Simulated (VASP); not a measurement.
Here is a VASP 6.6.1 calculation.

INCAR

```
SYSTEM = As
  PREC = Accurate
  ENCUT = 520
  EDIFF = 1E-6
  ISMEAR = 0
  SIGMA = 0.02
  LREAL = .False.
  LASPH = .True.
  NELM = 80
  ALGO = Normal
  ISIF = 2
  LWAVE = .False.
  LCHARG = .False.
  LDIPOL = .True.
  IDIPOL = 3
  DIPOL = 0.5 0.5 0.500
  NBANDS = 12
```

The input KPOINTS:

```
regular mesh
0
Gamma
  9 9 1
  0 0 0
```

Contents of POSCAR:

```
As
1.0
    3.2940000000      0.0000000000      0.0000000000
   -1.6470000000      2.8526876801      0.0000000000
    0.0000000000      0.0000000000     28.0000000000
As
2
Direct
    0.3333333333      0.6666666667      0.5211428571
    0.6666666667      0.3333333333      0.4788571429
```

Potentials or basis: VASP PAW LDA potentials, release 64 (As).

Launch:

```bash
$ cat potpaw_LDA.64/As/POTCAR > POTCAR
$ mpirun -np 1 vasp_std > vasp.out
```

(1) What does it give for the band gap on the k mesh?

(2) Estimate the largest force.

## Answers

(1) 1.68 eV, indirect (least direct gap 2.00 eV).

(2) 5.125 eV/Å.
